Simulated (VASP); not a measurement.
A run of VASP 6.6.1 is set up as follows.

Contents of INCAR:

```
ALGO = Normal
EDIFF = 1E-6
ENCUT = 520
GGA = PE
ISIF = 2
ISMEAR = 0
ISPIN = 2
LASPH = True
LCHARG = True
LELF = True
LMAXMIX = 4
LORBIT = 11
LREAL = False
LVHAR = True
LWAVE = False
MAGMOM = 0.5 0
NBANDS = 20
NELM = 150
PREC = Accurate
SIGMA = 0.1
```

Contents of KPOINTS:

```
k-points
0
Gamma
  14 14 14
```

File POSCAR:

```
FePt
1.0
    3.0592809269      0.0000000000      0.0000000000
    0.0000000000      3.0592809269      0.0000000000
    0.0000000000      0.0000000000      3.0592809269
Fe Pt
1 1
Direct
    0.0000000000      0.0000000000      0.0000000000
    0.5000000000      0.5000000000      0.5000000000
```

Potentials or basis: VASP PAW PBE potentials, release 64 (Fe, Pt).

The run is started by

```console
$ cat potpaw_PBE.64/Fe/POTCAR potpaw_PBE.64/Pt/POTCAR > POTCAR
$ mpirun -np 1 vasp_std > vasp.out
```

**Question.** Estimate the pressure.

**Answer.** -14.8 GPa.

**Question.** What does it give for the net moment?

**Answer.** 0.00 μB per cell.
